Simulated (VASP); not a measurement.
# Cr: single point with PBE

Crystal: Cr.

```xyz
2
Lattice="2.9088 0.0000 0.0000 0.0000 2.9088 0.0000 0.0000 0.0000 2.9088" Properties=species:S:1:pos:R:3 pbc="T T T"
Cr    0.0000    0.0000    0.0000
Cr    1.4544    1.4544    1.4544
```

This cell differs from its parent crystal: volume scaled by 0.9405.

* Program: VASP 6.6.1
* Task: single point
* Functional: PBE
* Potentials or basis: VASP PAW PBE potentials, release 64 (Cr_pv)
* Cutoff: 520 eV
* k mesh: 11 × 11 × 11
* Occupations: fermi-dirac, width 0.05 eV
* Spin: collinear spin, antiferromagnetic start
* Starting moments: [-3.0, 3.0] μB
* Dipole correction: no
* Further INCAR settings: ALGO = Normal; EDIFF = 1e-07; NBANDS = 23

The pressure is -7.2 GPa, the band gap on the k mesh is zero (filled and empty bands overlap) and the net moment is 0.00 μB per cell. The site moments are Cr -1.40, +1.40 μB. The valence electrons inside the program's atomic spheres are Cr 10.93.

Levels at points of the mesh, in eV from the Fermi level:
Spin up:
```
           k point  band 8  band 9  band 10  band 11  band 12  band 13  band 14  band 15  band 16  band 17
(0.00, 0.00, 0.00)   -3.89   -3.89    -0.85    -0.85    -0.85     1.25     1.25     2.57     2.57     2.57
```
Spin down:
```tsv
k point	band 8	band 9	band 10	band 11	band 12	band 13	band 14	band 15	band 16	band 17
(0.00, 0.00, 0.00)	-3.89	-3.89	-0.85	-0.85	-0.85	1.25	1.25	2.57	2.57	2.57
```

It used 36 s of CPU time on 1 thread of Intel Xeon 6975P-C (shared host).
